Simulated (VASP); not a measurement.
Runs of VASP 6.6.1 on MnS. The structure is that of space group Fm-3m (No. 225), or close to it. The cells are those of the table. 

| cell | gap on the mesh (eV) | pressure (GPa) | moment (μB) |
| --- | --- | --- | --- |
| a = 3.526 Å, angles 60.0°, 2 atoms | none | -1.0 | 4.26 |
| a = 3.491 Å, angles 60.0°, 2 atoms | none | (b) | 4.11 |
| a = 3.456 Å, angles 60.0°, 2 atoms | none | 2.0 | 3.95 |
| a = 3.560 Å, angles 60.0°, 2 atoms | none | (a) | 4.37 |

Alike in all rows: task single point; level PBEsol; potentials or basis VASP PAW PBE potentials, release 64 (Mn_pv, S); spin collinear, ferromagnetic start; k mesh 14 × 14 × 14; cutoff (eV) 520; smearing gaussian 0.1 eV.

Question: Fill in the values left out.

Answer: (a) -2.6; (b) 0.3.

Caveats: the PAW data sets were made with another functional, which shifts forces and pressure a little; a cell with one magnetic atom can't hold antiferromagnetic order, which such compounds often take; semilocal functionals often make such compounds metallic where correlation or magnetic order opens a gap, which also shifts bond lengths.

A gap of «none» marks levels without a gap at the run's occupations.
